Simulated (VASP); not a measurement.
SnO2: single point with LDA

Crystal: SnO2.

```
Sn O
1.0
     4.62277    0.00000    0.00000
     0.00000    4.69863    0.00000
     0.00000    0.00000    3.12905
Sn O
2 4
Direct
  0.50000 0.50000 0.50000
  0.00000 0.00000 0.00000
  0.29185 0.32104 0.00000
  0.79185 0.17896 0.50000
  0.20814 0.82104 0.50000
  0.70815 0.67896 0.00000
```

```yaml
Program: VASP 6.6.1
Task: single point
Functional: LDA
Potentials_or_basis: VASP PAW LDA potentials, release 64 (Sn_d, O)
Cutoff: 520 eV
k_mesh: 4 × 4 × 6
Occupations: gaussian, width 0.01 eV
Spin: no spin polarisation
Dipole_correction: no
Further_INCAR_settings: ALGO = Normal; EDIFF = 1e-07; NBANDS = 35
```

The pressure is 12.1 GPa. The largest force is 0.310 eV/Å and the band gap on the k mesh is 1.84 eV.

Forces on the atoms (eV/Å):
```
Sn   0.000  0.000  0.000
Sn   0.000  0.000  0.000
O   -0.223 -0.215  0.000
O   -0.223  0.215  0.000
O    0.223 -0.215  0.000
O    0.223  0.215  0.000
```

Stress tensor (GPa, compression positive):
```
10.51  0.00  0.00
 0.00 10.09  0.00
 0.00  0.00 15.74
```

Levels at points of the mesh, in eV from the valence-band top:
```csv
k point,band 24,band 25,band 26,band 27,band 28,band 29
"(0.00, 0.00, 0.00)",-0.77,-0.75,0.00,1.84,6.38,6.46
"(0.50, 0.00, 0.00)",-1.13,-0.55,-0.55,4.82,4.82,6.93
"(0.00, 0.50, 0.00)",-1.11,-0.66,-0.66,4.99,4.99,7.47
"(0.50, 0.50, 0.00)",-1.24,-0.87,-0.87,5.33,5.33,7.71
"(0.00, 0.00, 0.50)",-1.78,-1.24,-1.24,6.69,6.69,9.90
"(0.50, 0.00, 0.50)",-1.04,-0.67,-0.67,7.03,7.03,8.41
"(0.00, 0.50, 0.50)",-1.29,-0.56,-0.56,6.91,6.91,8.19
"(0.50, 0.50, 0.50)",-1.00,-0.82,-0.82,5.29,5.29,8.91
```

Wall time 100 s on 1 thread of Intel Xeon 8259CL, on a shared host, peak memory 0.19 GiB.

Caveat: the cell stands under pressure; spin-orbit coupling is left out, which moves the levels of the heavy elements.
